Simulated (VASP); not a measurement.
A run of VASP 6.6.1:

The input INCAR:

```
SYSTEM = PbF2
PREC = Accurate
ENCUT = 520
EDIFF = 1E-6
ISMEAR = 0
SIGMA = 0.05
LREAL = .False.
LASPH = .True.
NELM = 100
ALGO = Normal
ISIF = 2
LWAVE = .False.
LCHARG = .False.
GGA = PE
NBANDS = 21
```

KPOINTS

```
Automatic mesh
0
Gamma
  8 8 8
  0 0 0
```

POSCAR

```
PbF2
1.0
    0.0000000000      2.9809869375      2.9809869375
    2.9698500000      0.0111369375      2.9698500000
    2.9698500000      2.9698500000      0.0111369375
Pb F
1 2
Direct
    0.0000000000      0.0000000000      0.0000000000
    0.2500000000      0.2500000000      0.2500000000
    0.7500000000      0.7500000000      0.7500000000
```

Potentials or basis: VASP PAW PBE potentials, release 64 (Pb_d, F).

Run with:

```bash
$ cat potpaw_PBE.64/Pb_d/POTCAR potpaw_PBE.64/F/POTCAR > POTCAR
$ mpirun -np 1 vasp_std > vasp.out
```

Hardware: 1 thread of Intel(R) Xeon(R) Platinum 8259CL CPU @ 2.50GHz (Skylake/Cascade Lake) (shared host).

Problem. Estimate the wall time of this run.

Solution. Run time: 58 s on 1 thread of Intel(R) Xeon(R) Platinum 8259CL CPU @ 2.50GHz (Skylake/Cascade Lake), on a shared host, peak memory 0.24 GiB. Counts: scf iterations 14, k points 95.
